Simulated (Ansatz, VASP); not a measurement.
**Rb: VASP beside Ansatz**

```
Rb
1.0
    -2.95451    2.95451    2.73085
     2.95451   -2.95451    2.73085
     2.95451    2.95451   -2.73085
Rb
1
Direct
  0.00000 0.00000 0.00000
```

Alike in both runs: task single point; functional PBE; k mesh 2 × 2 × 2; no spin polarisation.

|  | VASP | Ansatz |
| --- | --- | --- |
| version | VASP 6.6.1 | Ansatz 0.2.0 |
| potentials or method | VASP PAW PBE potentials, release 64 (Rb_sv) | plane waves, PAW |
| plane-wave cutoff (eV) | 520 | 420 |
| occupations | methfessel-paxton of order 1, width 0.05 eV | cold, width 0.05 eV |
| valence electrons in the cell | 9 | 9 |

|  | VASP | Ansatz | Ansatz less VASP |
| --- | --- | --- | --- |
| pressure (GPa) | -0.2 | -0.2 | 0.00 |
| traceless stress, the component that is largest in VASP (GPa) | -0.68 | -0.68 | 0.000 |

The k mesh is coarse, so the values compare programs but aren't converged.
